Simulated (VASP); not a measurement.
Mo:

```
Mo
1.0
    -1.54967    1.54967    1.54967
     1.54967   -1.54967    1.54967
     1.54967    1.54967   -1.54967
Mo
1
Direct
  0.00000 0.00000 0.00000
```

- Program: VASP 6.6.1
- Task: relaxation of cell and atoms
- Functional: PBE
- Potentials or basis: VASP PAW PBE potentials, release 64 (Mo_sv)
- Cutoff: 500 eV
- k mesh: 8 × 8 × 8
- Occupations: gaussian, width 0.1 eV
- Spin: no spin polarisation

At the start: pressure 18.4 GPa; volume 14.89 Å³/atom.

Task: How do energy, volume and symmetry change on relaxing?

Result: Over 4 steps the energy falls by 52.8 meV/atom and the volume is 15.86 Å³/atom (+6.6 %); space group Im-3m (No. 229, to 0.05 Å).

Step by step:
```tsv
step	energy change (eV)	largest force (eV/Å)	pressure (GPa)	volume (Å³)
1	0.0000	0.0000	18.35	14.89
2	0.2865	0.0000	-31.14	18.87
3	-0.0525	0.0000	-1.13	15.93
4	-0.0528	0.0000	-0.07	15.86
```

Final structure:
```cif
data_structure
_symmetry_space_group_name_H-M 'P 1'
_symmetry_Int_Tables_number 1
_cell_length_a 2.7415
_cell_length_b 2.7415
_cell_length_c 2.7415
_cell_angle_alpha 109.471
_cell_angle_beta 109.471
_cell_angle_gamma 109.471
_cell_volume 15.86
loop_
_atom_site_label
_atom_site_type_symbol
_atom_site_fract_x
_atom_site_fract_y
_atom_site_fract_z
_atom_site_occupancy
Mo1 Mo 0.00000 0.00000 0.00000 1
```
